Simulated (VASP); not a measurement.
# CsAg2 (Pn-3m) in VASP: notebook, part 2 of 2

VASP 6.6.1.

### 3 Single point, PBE

This run uses another cell than the first one, of 79.32 Å³/atom, 2.491 times its volume.

The input, INCAR:

```
PREC = Accurate
ENCUT = 520
EDIFF = 1E-6
ISMEAR = 0
SIGMA = 0.1
LREAL = False
LASPH = True
NELM = 80
ALGO = Fast
ISIF = 2
LWAVE = False
LCHARG = True
GGA = PE
LELF = True
LVHAR = True
NBANDS = 40
```

The input, KPOINTS:

```
regular mesh
0
Gamma
  4 4 4
```

The input, POSCAR:

```
CsAg2
1.0
    7.8074867265      0.0000000000      0.0000000000
    0.0000000000      7.8074867265      0.0000000000
    0.0000000000      0.0000000000      7.8074867265
Cs Ag
2 4
Direct
    0.0000000000      0.0000000000      0.0000000000
    0.5000000000      0.5000000000      0.5000000000
    0.2500000000      0.2500000000      0.2500000000
    0.2500000000      0.7500000000      0.7500000000
    0.7500000000      0.7500000000      0.2500000000
    0.7500000000      0.2500000000      0.7500000000
```

Potentials or basis: VASP PAW PBE potentials, release 64 (Cs_sv, Ag).

Command:

```console
> cat potpaw_PBE.64/Cs_sv/POTCAR potpaw_PBE.64/Ag/POTCAR > POTCAR
> mpirun -np 1 vasp_std > vasp.out
```

OUTCAR:

```text
PREC = Accurate
   ENCUT = 520
   EDIFF = 1E-6
   ISMEAR = 0
   LREAL = False
   LASPH = True
   NELM = 80
   ISIF = 2
   GGA = PE

 ion  position               nearest neighbor table
   1  0.000  0.000  0.000-   3 3.38   4 3.38   5 3.38   6 3.38
   2  0.500  0.500  0.500-   3 3.38   4 3.38   5 3.38   6 3.38
   3  0.250  0.250  0.250-   1 3.38   2 3.38
   4  0.250  0.750  0.750-   1 3.38   2 3.38
   5  0.750  0.750  0.250-   1 3.38   2 3.38
   6  0.750  0.250  0.750-   1 3.38   2 3.38

[... 622 lines left out ...]
  -------------------------------------------------------------------------------------
  Total        1.0939395      1.0939395      1.0939395     -0.0000000     -0.0000000      0.0000000
  in kB        3.6827319      3.6827319      3.6827319     -0.0000000     -0.0000000      0.0000000
  external PRESSURE =       3.6827319 kB  Pullay stress =       0.0000000 kB

 VOLUME and BASIS-vectors are now :
 -----------------------------------------------------------------------------
  energy-cutoff  :      520.00
  volume of cell :      475.92
      direct lattice vectors                 reciprocal lattice vectors
     7.807486726  0.000000000  0.000000000     0.128082190  0.000000000  0.000000000
     0.000000000  7.807486726  0.000000000     0.000000000  0.128082190  0.000000000
     0.000000000  0.000000000  7.807486726     0.000000000  0.000000000  0.128082190

 POSITION                                       TOTAL-FORCE (eV/Angst)
 -----------------------------------------------------------------------------------
      0.00000      0.00000      0.00000         0.000000     -0.000000      0.000000
      3.90374      3.90374      3.90374        -0.000000     -0.000000     -0.000000
      1.95187      1.95187      1.95187        -0.000000     -0.000000      0.000000
      1.95187      5.85562      5.85562         0.000000     -0.000000     -0.000000
      5.85562      5.85562      1.95187        -0.000000      0.000000     -0.000000
      5.85562      1.95187      5.85562         0.000000      0.000000      0.000000
 -----------------------------------------------------------------------------------
    total drift:                               -0.000000     -0.000000     -0.000000

  FREE ENERGIE OF THE ION-ELECTRON SYSTEM (eV)
  ---------------------------------------------------
  free  energy   TOTEN  =        -6.5708898092 eV

  energy  without entropy=       -6.5005063420  energy(sigma->0) =       -6.53569808
```

OSZICAR:

```text
N       E                     dE             d eps       ncg     rms          rms(c)
DAV:   1     0.385819196766E+03    0.38582E+03   -0.23488E+04   800   0.122E+03
DAV:   2     0.326477432100E+02   -0.35317E+03   -0.32766E+03   952   0.229E+02
DAV:   3    -0.561172423325E+01   -0.38259E+02   -0.37838E+02   936   0.705E+01
DAV:   4    -0.652524206769E+01   -0.91352E+00   -0.91149E+00   904   0.119E+01
DAV:   5    -0.654419574733E+01   -0.18954E-01   -0.18950E-01  1024   0.171E+00    0.177E+00
RMM:   6    -0.653797943782E+01    0.62163E-02   -0.49639E-02   839   0.131E+00    0.934E-01
RMM:   7    -0.655333723360E+01   -0.15358E-01   -0.37095E-02   929   0.104E+00    0.369E-01
RMM:   8    -0.656762271948E+01   -0.14285E-01   -0.28165E-02   998   0.559E-01    0.938E-02
RMM:   9    -0.656991231502E+01   -0.22896E-02   -0.35727E-03   941   0.262E-01    0.842E-02
RMM:  10    -0.657075591311E+01   -0.84360E-03   -0.20437E-03   961   0.156E-01    0.308E-02
RMM:  11    -0.657085463574E+01   -0.98723E-04   -0.35099E-04   989   0.497E-02    0.203E-02
RMM:  12    -0.657088773760E+01   -0.33102E-04   -0.11618E-04   977   0.294E-02    0.115E-02
RMM:  13    -0.657088897510E+01   -0.12375E-05   -0.31967E-05   968   0.208E-02    0.762E-03
RMM:  14    -0.657089005197E+01   -0.10769E-05   -0.53066E-06   759   0.686E-03    0.356E-03
RMM:  15    -0.657088980922E+01    0.24275E-06   -0.98536E-07   629   0.320E-03
   1 F= -.65708898E+01 E0= -.65356981E+01  d E =-.703835E-01
```

It took 2.1 min on 1 thread of Intel Xeon 6975P-C (Granite Rapids), shared host; peak memory 0.55 GiB.

What came out:

```yaml
Free_energy: -6.5709 eV
Pressure: 0.4 GPa
Band_gap_on_the_k_mesh: zero (band 31 reaches -1.01 eV, above the bottom of band 32 at -1.36 eV)
```

Levels at points of the mesh, in eV from the Fermi level:
```tsv
k point	band 29	band 30	band 31	band 32	band 33	band 34
(0.00, 0.00, 0.00)	-1.21	0.17	0.17	0.17	1.98	1.98
(0.50, 0.00, 0.00)	-0.65	-0.65	0.14	0.14	2.62	2.62
(0.50, 0.50, 0.00)	-0.35	-0.35	-0.19	-0.19	2.46	2.46
(0.50, 0.50, 0.50)	-0.25	-0.18	-0.18	-0.18	2.04	2.09
```

Caveat: spin-orbit coupling is left out, which moves the levels of the heavy elements.

### 4 Single point, PBE

This run uses another cell than the first one, of 92.24 Å³/atom, 2.897 times its volume.

The input, INCAR:

```
ALGO = Fast
EDIFF = 1E-6
ENCUT = 520
GGA = PE
ISIF = 2
ISMEAR = 0
LASPH = True
LCHARG = False
LREAL = False
LWAVE = False
NBANDS = 40
NELM = 100
PREC = Accurate
SIGMA = 0.1
```

The input, KPOINTS:

```
k-points
0
Gamma
  4 4 4
```

POSCAR: that of step 3 with these lines changed.

```diff
@@ -2,5 +2,5 @@
 1.0
-    7.8074867265      0.0000000000      0.0000000000
-    0.0000000000      7.8074867265      0.0000000000
-    0.0000000000      0.0000000000      7.8074867265
+    8.2101328532      0.0000000000      0.0000000000
+    0.0000000000      8.2101328532      0.0000000000
+    0.0000000000      0.0000000000      8.2101328532
 Cs Ag
```

Command:

```console
> cat potpaw_PBE.64/Cs_sv/POTCAR potpaw_PBE.64/Ag/POTCAR > POTCAR
> mpirun -np 1 vasp_std > vasp.out
```

Run time: 2.7 min. Hardware: 1 thread of Intel Xeon 6975P-C (Granite Rapids), shared host; peak memory 0.61 GiB.

The run converged. Its results:

| Item | Value |
| --- | --- |
| Free energy | -6.6574 eV |
| Pressure | 0.0 GPa |
| Band gap on the k mesh | zero (band 31 reaches -1.49 eV, above the bottom of band 32 at -1.75 eV) |

Levels at points of the mesh, in eV from the Fermi level:
| k point | band 29 | band 30 | band 31 | band 32 | band 33 | band 34 |
| --- | --- | --- | --- | --- | --- | --- |
| (0.00, 0.00, 0.00) | -0.97 | 0.12 | 0.12 | 0.12 | 2.20 | 2.20 |
| (0.50, 0.00, 0.00) | -0.52 | -0.52 | 0.11 | 0.11 | 2.77 | 2.77 |
| (0.50, 0.50, 0.00) | -0.29 | -0.29 | -0.15 | -0.15 | 2.58 | 2.58 |
| (0.50, 0.50, 0.50) | -0.25 | -0.14 | -0.14 | -0.14 | 1.98 | 2.26 |

Caveat: spin-orbit coupling is left out, which moves the levels of the heavy elements.

### 5 Relaxation of cell and atoms, PBE

The input, INCAR:

```
PREC = Accurate
ENCUT = 600
EDIFF = 1E-6
ISMEAR = 0
SIGMA = 0.1
LREAL = False
LASPH = True
NELM = 80
ALGO = Normal
ISIF = 3
LWAVE = False
LCHARG = False
GGA = PE
IBRION = 2
NSW = 90
EDIFFG = -0.04
```

The input, KPOINTS:

```
Automatic mesh
0
Gamma
  4 4 4
```

POSCAR: that of step 4 with these lines changed.

```diff
@@ -2,5 +2,5 @@
 1.0
-    8.2101328532      0.0000000000      0.0000000000
-    0.0000000000      8.2101328532      0.0000000000
-    0.0000000000      0.0000000000      8.2101328532
+    5.7592858835      0.0000000000      0.0000000000
+    0.0000000000      5.7592858835      0.0000000000
+    0.0000000000      0.0000000000      5.7592858835
 Cs Ag
```

Command:

```console
> cat potpaw_PBE.64/Cs_sv/POTCAR potpaw_PBE.64/Ag/POTCAR > POTCAR
> mpirun -np 1 vasp_std > vasp.out
```

Run time: 2.6 min. Hardware: 1 thread of Intel Xeon 6975P-C (Granite Rapids), shared host; peak memory 0.36 GiB.

Results (log left out):

```yaml
Free_energy: -6.4545 eV
Relaxed_volume: 86.84 Å³/atom
Relaxed_cell: a = 8.047 Å, b = 8.047 Å, c = 8.047 Å, α = 90.00°, β = 90.00°, γ = 90.00°
Space_group_after_relaxing_to_0.05_Å: Pn-3m (No. 224)
Energy_gained_by_relaxing: 1382.4 meV/atom
Ionic_steps: 5
Pressure_after_relaxing: 0.1 GPa
Band_gap_on_the_k_mesh: zero (band 31 reaches -1.31 eV, above the bottom of band 32 at -1.61 eV)
```

Step by step:
| step | energy change (eV) | largest force (eV/Å) | pressure (GPa) | volume (Å³) |
| --- | --- | --- | --- | --- |
| 1 | 0.0000 | 0.0000 | 20.30 | 191.03 |
| 2 | -7.1660 | 0.0000 | 2.87 | 325.65 |
| 3 | -7.8409 | 0.0000 | 1.36 | 378.76 |
| 4 | -8.2830 | 0.0000 | 0.13 | 501.70 |
| 5 | -8.2944 | 0.0000 | 0.07 | 521.04 |

Final structure:
```
Cs Ag
1.0
     8.04680    0.00000    0.00000
     0.00000    8.04680    0.00000
     0.00000    0.00000    8.04680
Cs Ag
2 4
Direct
  0.00000 0.00000 0.00000
  0.50000 0.50000 0.50000
  0.25000 0.25000 0.25000
  0.25000 0.75000 0.75000
  0.75000 0.75000 0.25000
  0.75000 0.25000 0.75000
```

Levels at points of the mesh, in eV from the Fermi level:
| k point | band 29 | band 30 | band 31 | band 32 | band 33 | band 34 |
| --- | --- | --- | --- | --- | --- | --- |
| (0.00, 0.00, 0.00) | -1.06 | 0.14 | 0.14 | 0.14 | 2.12 | 2.12 |
| (0.50, 0.00, 0.00) | -0.57 | -0.57 | 0.12 | 0.12 | 2.72 | 2.72 |
| (0.50, 0.50, 0.00) | -0.31 | -0.31 | -0.16 | -0.16 | 2.54 | 2.54 |
| (0.50, 0.50, 0.50) | -0.25 | -0.15 | -0.15 | -0.15 | 2.01 | 2.20 |

Caveat: the volume moved by over 15 % at a fixed basis, so the end points are rough; spin-orbit coupling is left out, which moves the levels of the heavy elements.

### 6 Overview

```csv
task,cell,cutoff (eV),gap on the mesh (eV),pressure (GPa)
single point,"a = 5.759 Å, 6 atoms",520,none,20.3
single point,"a = 7.807 Å, 6 atoms",520,none,0.4
single point,"a = 8.210 Å, 6 atoms",520,none,0.0
relaxation of cell and atoms,"relaxed from a = 5.759 Å, 6 atoms",600,none,0.1
```

Alike in all rows: level PBE; potentials or basis VASP PAW PBE potentials, release 64 (Cs_sv, Ag); no spin polarisation; k mesh 4 × 4 × 4; smearing gaussian 0.1 eV.

Caveats: spin-orbit coupling is left out, which moves the levels of the heavy elements; the volume moved by over 15 % at a fixed basis, so the end points are rough (some runs).

Total energies depend on the potentials used, so only differences within one code and one set of settings carry meaning.
